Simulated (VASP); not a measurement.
Wanted: the native input for a VASP 6.6.1 run.

| Quantity | Value |
| --- | --- |
| Task | relaxation of cell and atoms |
| Functional | PBE |
| Potentials or basis | VASP PAW PBE potentials, release 64 (Sc_sv) |
| Cutoff | 600 eV |
| k mesh | 14 × 10 × 14 |
| Occupations | gaussian, width 0.1 eV |
| Spin | no spin polarisation |
| Dipole correction | no |
| Further INCAR settings | ALGO = Fast; EDIFF = 1e-06; IBRION = 2; EDIFFG = -0.01; NSW = 80; ISIF = 3 |

The structure of Sc lies in POSCAR:

```
Sc
1.0
    3.2697983173      0.0000000000      0.0150896135
    0.0000000000      4.6117195407      0.0000000000
   -0.0149588620      0.0000000000      3.2718849787
Sc
2
Direct
    1.2500016757      0.7500000000      0.7500004310
   -0.2500016757      0.2500000000      0.2499995690
```

This isn't the form of Sc at room conditions, which is hcp.

These files were run (other wordings do the same):

INCAR

```
PREC = Accurate
ENCUT = 600
EDIFF = 1E-6
ISMEAR = 0
SIGMA = 0.1
LREAL = F
LASPH = T
NELM = 100
ALGO = Fast
ISIF = 3
LWAVE = F
LCHARG = F
GGA = PE
IBRION = 2
NSW = 80
EDIFFG = -0.01
```

KPOINTS

```
Automatic mesh
0
Gamma
  14 10 14
```

Potentials or basis: VASP PAW PBE potentials, release 64 (Sc_sv).

The run is started by

```bash
$ cat potpaw_PBE.64/Sc_sv/POTCAR > POTCAR
$ mpirun -np 1 vasp_std > vasp.out
```

Results of the run:

```
Relaxed volume                        : 24.69 Å³/atom
Relaxed cell                          : a = 3.270 Å, b = 4.616 Å, c = 3.271 Å, α = 90.00°, β = 90.00°, γ = 90.00°
Space group after relaxing (to 0.1 Å) : Fm-3m (No. 225)
Energy gained by relaxing             : 0.0 meV/atom
Ionic steps                           : 2
Pressure after relaxing               : 0.0 GPa
Band gap on the k mesh                : zero (bands 11 and 12 overlap by 0.97 eV)
```

It took 13 min on 1 thread of Intel(R) Xeon(R) 6975P-C (Granite Rapids) (shared host), peak memory 0.56 GiB.
